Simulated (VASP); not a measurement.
# SrO (Fm-3m) in VASP: notebook, part 2 of 2

VASP 6.6.1. The steps go on from the part before.

**4. Relaxation of cell and atoms, revPBE+D4**

File INCAR:

```
PREC = Accurate
ENCUT = 600
EDIFF = 1E-7
ISMEAR = -1
SIGMA = 0.05
LREAL = F
LASPH = T
NELM = 60
ALGO = Normal
ISIF = 3
LWAVE = F
LCHARG = F
GGA = RE
IVDW = 13
IBRION = 2
NSW = 60
EDIFFG = -0.01
```

File KPOINTS:

```
Automatic mesh
0
Gamma
  9 9 9
```

File POSCAR:

```
SrO
1.0
    0.0000000000      2.5663000000      2.5663000000
    2.5663000000      0.0000000000      2.5663000000
    2.5663000000      2.5663000000      0.0000000000
Sr O
1 1
Direct
    0.5000000000      0.5000000000      0.5000000000
    0.0000000000      0.0000000000      0.0000000000
```

Potentials or basis: VASP PAW PBE potentials, release 64 (Sr_sv, O).

Command:

```console
cat potpaw_PBE.64/Sr_sv/POTCAR potpaw_PBE.64/O/POTCAR > POTCAR
mpirun -np 1 vasp_std > vasp.out
```

OUTCAR:

```text
PREC = Accurate
   ENCUT = 600
   EDIFF = 1E-7
   ISMEAR = -1
   LREAL = F
   LASPH = T
   NELM = 60
   ISIF = 3
   GGA = RE
   IVDW = 13
   IBRION = 2
   NSW = 60
   EDIFFG = -0.01

 ion  position               nearest neighbor table
   1  0.500  0.500  0.500-   2 2.57   2 2.57   2 2.57   2 2.57   2 2.57   2 2.57
   2  0.000  0.000  0.000-   1 2.57   1 2.57   1 2.57   1 2.57   1 2.57   1 2.57

  LATTYP: Found a face centered cubic cell.
 ALAT       =     5.1326000000

  Lattice vectors:

 A1 = (   0.0000000000,   2.5663000000,   2.5663000000)
 A2 = (   2.5663000000,   0.0000000000,   2.5663000000)
 A3 = (   2.5663000000,   2.5663000000,   0.0000000000)

Analysis of symmetry for initial positions (statically):
=====================================================================
 Subroutine PRICEL returns:
 Original cell was already a primitive cell.

 Routine SETGRP: Setting up the symmetry group for a
 face centered cubic supercell.

 Subroutine GETGRP returns: Found 48 space group operations
[... 9 lines left out ...]

 Routine SETGRP: Setting up the symmetry group for a
 face centered cubic supercell.

 Subroutine GETGRP returns: Found 48 space group operations
[... 11 lines left out ...]
                                     Primitive cell

  volume of cell :      33.8028

  direct lattice vectors                    reciprocal lattice vectors
     0.000000000  2.566300000  2.566300000    -0.194833028  0.194833028  0.194833028
     2.566300000  0.000000000  2.566300000     0.194833028 -0.194833028  0.194833028
     2.566300000  2.566300000  0.000000000     0.194833028  0.194833028 -0.194833028

  length of vectors
     3.629296265  3.629296265  3.629296265     0.337460704  0.337460704  0.337460704

  position of ions in fractional coordinates (direct lattice)
     0.500000000  0.500000000  0.500000000
     0.000000000  0.000000000  0.000000000

  ion indices of the primitive-cell ions
   primitive index   ion index
                 1           1
                 2           2

----------------------------------------------------------------------------------------

 KPOINTS: Automatic mesh

Automatic generation of k-mesh.
 Grid dimensions read from file:
 generate k-points for:    9    9    9

 Generating k-lattice:

  Cartesian coordinates                     Fractional coordinates (reciprocal lattice)
    -0.021648114  0.021648114  0.021648114     0.111111111  0.000000000  0.000000000
     0.021648114 -0.021648114  0.021648114     0.000000000  0.111111111  0.000000000
     0.021648114  0.021648114 -0.021648114     0.000000000  0.000000000  0.111111111

  Length of vectors
     0.037495634  0.037495634  0.037495634

  Shift w.r.t. Gamma in fractional coordinates (k-lattice)
     0.000000000  0.000000000  0.000000000

 Subroutine IBZKPT returns following result:
 ===========================================

 Found     35 irreducible k-points:

 Following reciprocal coordinates:
            Coordinates               Weight
  0.000000  0.000000  0.000000      1.000000
  0.111111  0.000000  0.000000      8.000000
  0.222222  0.000000  0.000000      8.000000
  0.333333  0.000000  0.000000      8.000000
  0.444444  0.000000  0.000000      8.000000
  0.111111  0.111111  0.000000      6.000000
[... 16 lines left out ...]
 -0.333333  0.333333  0.000000     12.000000
  0.444444  0.444444  0.000000      6.000000
 [... further k-points ...]
   k-points           NKPTS =     35   k-points in BZ     NKDIM =     35   number of bands    NBANDS=     12
   number of dos      NEDOS =    301   number of ions     NIONS =      2
   total plane-waves  NPLWV =  27000
   dimension x,y,z NGX =    30 NGY =   30 NGZ =   30
   dimension x,y,z NGXF=    60 NGYF=   60 NGZF=   60
   ions per type =               1   1
   NGX,Y,Z   is equivalent  to a cutoff of  13.74, 13.74, 13.74 a.u.
   NGXF,Y,Z  is equivalent  to a cutoff of  27.48, 27.48, 27.48 a.u.
 SYSTEM =  unknown system
   PREC   = accura    normal or accurate (medium, high low for compatibility)
   ISTART =      0    job   : 0-new  1-cont  2-samecut
   ICHARG =      2    charge: 1-file 2-atom 10-const
   ISPIN  =      1    spin polarized calculation?
   LNONCOLLINEAR =      F non collinear calculations
   LSORBIT =      F    spin-orbit coupling
   LASPH  =      T    aspherical Exc in radial PAW
   ENCUT  =  600.0 eV  44.10 Ry    6.64 a.u.   7.25  7.25  7.25*2*pi/ulx,y,z
   NELM   =     60;   NELMIN=  2; NELMDL= -5     # of ELM steps
   EDIFF  = 0.1E-06   stopping-criterion for ELM
   LREAL  =      F    real-space projection
   EDIFFG = -.1E-01   stopping-criterion for IOM
   NSW    =     60    number of steps for IOM
   IBRION =      2    ionic relax: 0-MD 1-quasi-New 2-CG
   NFREE  =      1    steps in history (QN), initial steepest desc. (CG)
   ISIF   =      3    stress and relaxation
   ISYM   =      2    0-nonsym 1-usesym 2-fastsym
   POTIM  = 0.5000    time-step for ionic-motion
   TEBEG  =    0.0;   TEEND  =   0.0 temperature during run
   PSTRESS=    0.0 pullay stress
   NELECT =      16.0000    total number of electrons
   NUPDOWN=      -1.0000    fix difference up-down
   EMIN   =  10.00;   EMAX   =-10.00  energy-range for DOS
   EFERMI =   0.00;   METHOD = LEGACY
   ISMEAR =    -1;   SIGMA  =   0.05  broadening in eV -4-tet -1-fermi 0-gaus
   EFERMI_NEDOS =   21; number of points for ismear=-14 and -15
   IALGO  =     38    algorithm
   IMIX   =      4    mixing-type and parameters
     AMIX     =   0.40;   BMIX     =  1.00
     AMIX_MAG =   1.60;   BMIX_MAG =  1.00
  volume/ion in A,a.u.               =      16.90       114.06
  Fermi-wavevector in a.u.,A,eV,Ry     =   1.275843  2.410995 22.147245  1.627777
  Thomas-Fermi vector in A             =   2.408533
   LORBIT       =      0    0 simple, 1 ext, 2 COOP (PROOUT), +10 PAW based schemes
   GGA     = RE    functional components
   LHFCALC =     F    Hartree Fock is set to
   AEXX    =    0.0000 exact exchange contribution
   IVDW    =    13    specifies the selected vdW correction
   LEPSILON=     F    determine dielectric tensor
   LRPA    =     F    only Hartree local field effects (RPA)
 conjugate gradient relaxation of ions
 non-spin polarized calculation
  energy-cutoff  :      600.00
  volume of cell :       33.80
 maximum number of plane-waves:      1147
 NGX is ok and might be reduce to    30
   NGX = 15   NGY = 15   NGZ = 15

--------------------------------------- Ionic step        1  -------------------------------------------

 number of electron      15.9999997 magnetization

 Free energy of the ion-electron system (eV)
  ---------------------------------------------------
  ext. energy  EPLUGINS =         0.00000000
  ---------------------------------------------------
  free energy    TOTEN  =       -11.42204250 eV

  energy without entropy =      -11.42204250  energy(sigma->0) =      -11.42204250

------------------------ aborting loop because EDIFF is reached ----------------------------------------

  DFT-D4 for vdW energy calculation

  Edisp (eV):   -0.54984

  FORCE on cell =-STRESS in cart. coord.  units (eV):
  Direction    XX          YY          ZZ          XY          YZ          ZX
  --------------------------------------------------------------------------------------
  -------------------------------------------------------------------------------------
  Total       0.65114     0.65114     0.65114     0.00000     0.00000     0.00000
  in kB      30.86249    30.86249    30.86249     0.00000     0.00000     0.00000
  external pressure =       30.86 kB  Pullay stress =        0.00 kB
[... 61 lines left out ...]
  energy  without entropy=      -11.9816889915  energy(sigma->0) =      -11.98168899

--------------------------------------- Ionic step        3  -------------------------------------------

 number of electron      16.0000000 magnetization

 Free energy of the ion-electron system (eV)
  ---------------------------------------------------
  ext. energy  EPLUGINS =         0.00000000
  ---------------------------------------------------
  free energy    TOTEN  =       -11.45450205 eV

  energy without entropy =      -11.45450205  energy(sigma->0) =      -11.45450205

 E-fermi :   2.7053     XC(G=0):  -9.6997

 val. band max:        1.6621956609   @ k =   0.0000   0.0000   0.0000
 cond. band min:       5.0858009792   @ k =   0.4444   0.4444   0.0000
 fundamental gap:      3.4236053183
 Fermi energy:         2.7053311353

 k-point     1 :       0.0000    0.0000    0.0000
  band No.  band energies     occupation
      1     -30.9051      2.00000
      2     -13.4616      2.00000
      3     -12.5785      2.00000
      4     -12.5785      2.00000
      5     -12.5785      2.00000
      6       1.6622      2.00000
      7       1.6622      2.00000
      8       1.6622      2.00000
      9       5.5736      0.00000
     10       7.8552      0.00000
     11       7.8552      0.00000
     12       7.8552      0.00000
[... 331 lines left out ...]
 k-point    24 :       0.4444    0.4444    0.0000
  band No.  band energies     occupation
      1     -30.7552      2.00000
      2     -13.7484      2.00000
      3     -13.0629      2.00000
      4     -12.8952      2.00000
      5     -12.8952      2.00000
      6       1.0857      2.00000
      7       1.5491      2.00000
      8       1.5491      2.00000
      9       5.0858      0.00000
     10       9.1747      0.00000
     11      11.5508      0.00000
     12      11.8910      0.00000

 [... further k-points ...]

------------------------ aborting loop because EDIFF is reached ----------------------------------------

  DFT-D4 for vdW energy calculation

  Edisp (eV):   -0.52848

  FORCE on cell =-STRESS in cart. coord.  units (eV):
  Direction    XX          YY          ZZ          XY          YZ          ZX
  --------------------------------------------------------------------------------------
  -------------------------------------------------------------------------------------
  Total       0.00136     0.00136     0.00136    -0.00000     0.00000     0.00000
  in kB       0.06226     0.06226     0.06226    -0.00000     0.00000     0.00000
  external pressure =        0.06 kB  Pullay stress =        0.00 kB
[... 17 lines left out ...]
  FREE ENERGIE OF THE ION-ELECTRON SYSTEM (eV)
  ---------------------------------------------------
  free  energy   TOTEN  =       -11.9829842030 eV

  energy  without entropy=      -11.9829842030  energy(sigma->0) =      -11.98298420

 reached required accuracy - stopping structural energy minimisation
```

Run time: 43 s. Hardware: 1 thread of Intel Xeon Platinum 8375C at 2.90GHz (Ice Lake), shared host; peak memory 0.19 GiB.

What came out:

- Free energy: -11.9830 eV
- Relaxed volume: 17.50 Å³/atom
- Relaxed cell: a = 3.671 Å, b = 3.671 Å, c = 3.671 Å, α = 60.00°, β = 60.00°, γ = 60.00°
- Space group after relaxing (to 0.05 Å): Fm-3m (No. 225)
- Energy gained by relaxing: 5.5 meV/atom
- Ionic steps: 3
- Pressure after relaxing: 0.0 GPa
- Band gap on the k mesh: 3.42 eV, indirect (least direct gap 3.54 eV)
- Dispersion energy per atom: -0.264 eV

Step by step:
```tsv
step	energy change (eV)	largest force (eV/Å)	pressure (GPa)	volume (Å³)
1	0.0000	0.0000	3.09	33.80
2	-0.0098	0.0000	-0.96	35.42
3	-0.0111	0.0000	0.01	34.99
```

Final structure:
```cif
data_structure
_symmetry_space_group_name_H-M 'P 1'
_symmetry_Int_Tables_number 1
_cell_length_a 3.6714
_cell_length_b 3.6714
_cell_length_c 3.6714
_cell_angle_alpha 60.000
_cell_angle_beta 60.000
_cell_angle_gamma 60.000
_cell_volume 34.99
loop_
_atom_site_label
_atom_site_type_symbol
_atom_site_fract_x
_atom_site_fract_y
_atom_site_fract_z
_atom_site_occupancy
Sr1 Sr 0.50000 0.50000 0.50000 1
O1 O 0.00000 0.00000 0.00000 1
```

Caveat: the PAW data sets were made with another functional, which shifts forces and pressure a little.

**5. Overview**

| level | gap on the mesh (eV) | pressure (GPa) | relaxed volume (Å³/atom) |
| --- | --- | --- | --- |
| RPBE+D4 | 3.45 | 0.0 | 17.62 |
| revPBE+D3(BJ) | 3.42 | 0.0 | 17.22 |
| revPBE+D4 | 3.42 | 0.0 | 17.50 |

Alike in all rows: task relaxation of cell and atoms; potentials or basis VASP PAW PBE potentials, release 64 (Sr_sv, O); no spin polarisation; cell relaxed; k mesh 9 × 9 × 9; cutoff (eV) 600; smearing fermi-dirac 0.05 eV.

Caveats: the PAW data sets were made with another functional, which shifts forces and pressure a little.

Absolute energies hang on the potentials; compare differences alone.
